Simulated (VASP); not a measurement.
Here is a VASP 6.6.1 calculation.

INCAR

```
PREC = Accurate
ENCUT = 520
EDIFF = 1E-6
ISMEAR = 0
SIGMA = 0.05
LREAL = F
LASPH = T
NELM = 100
ALGO = Normal
ISIF = 2
LWAVE = F
LCHARG = T
GGA = PS
LELF = T
LVHAR = T
NBANDS = 26
```

Contents of KPOINTS:

```
Automatic mesh
0
Gamma
  9 9 6
```

File POSCAR:

```
ZnO
1.0
    3.3219642457      0.0000000000      0.0000000000
   -1.6609821228      2.8769054272      0.0000000000
    0.0000000000      0.0000000000      4.9334491013
Zn O
2 2
Direct
    0.3333333333      0.6666666667      0.0015754469
    0.6666666667      0.3333333333      0.5015754469
    0.3333333333      0.6666666667      0.4257754335
    0.6666666667      0.3333333333      0.9257754335
```

Potentials or basis: VASP PAW PBE potentials, release 64 (Zn, O).

The run is started by

```sh
$ cat potpaw_PBE.64/Zn/POTCAR potpaw_PBE.64/O/POTCAR > POTCAR
$ mpirun -np 1 vasp_std > vasp.out
```

Task: Estimate the pressure.

Result: -0.5 GPa.

Task: Estimate the largest force.

Result: 0.372 eV/Å.

Task: What does it give for the band gap on the k mesh?

Result: 0.78 eV.

Forces in eV/Å, atoms in the order of the input:
```
Zn   0.000  0.000  0.372
Zn   0.000  0.000  0.372
O    0.000  0.000 -0.372
O    0.000  0.000 -0.372
```

Caveat: the PAW data sets were made with another functional, which shifts forces and pressure a little.
